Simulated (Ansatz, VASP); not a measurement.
## CdSe in VASP and in Ansatz

```
CELL_PARAMETERS angstrom
4.44345 0.00000 0.00000
2.22173 3.84814 0.00000
2.22173 1.28271 3.62806
ATOMIC_POSITIONS crystal
Cd 0.00000 0.00000 0.00000
Se 0.75000 0.75000 0.75000
```

Alike in both runs: functional RPBE; k mesh 6 × 6 × 6; no spin polarisation.

Ansatz relaxed the structure, and its values are those at the end. VASP's run is a single point on that final structure, the one shown.

|  | VASP | Ansatz |
| --- | --- | --- |
| version | VASP 6.6.1 | Ansatz 0.2.0 |
| potentials or method | VASP PAW PBE potentials, release 64 (Cd, Se), cutoff 520 eV | plane waves, PAW |
| occupations | gaussian, width 0.01 eV | fixed |
| valence electrons in the cell | 18 | 36 |

```csv
,VASP,Ansatz,Ansatz less VASP
pressure (GPa),0.2,0.0,-0.21
```

VASP's potentials were made for PBE, not for RPBE. VASP's potentials hold 18 valence electrons a cell and Ansatz's 36, so a difference there can come from the potentials and not from the codes.
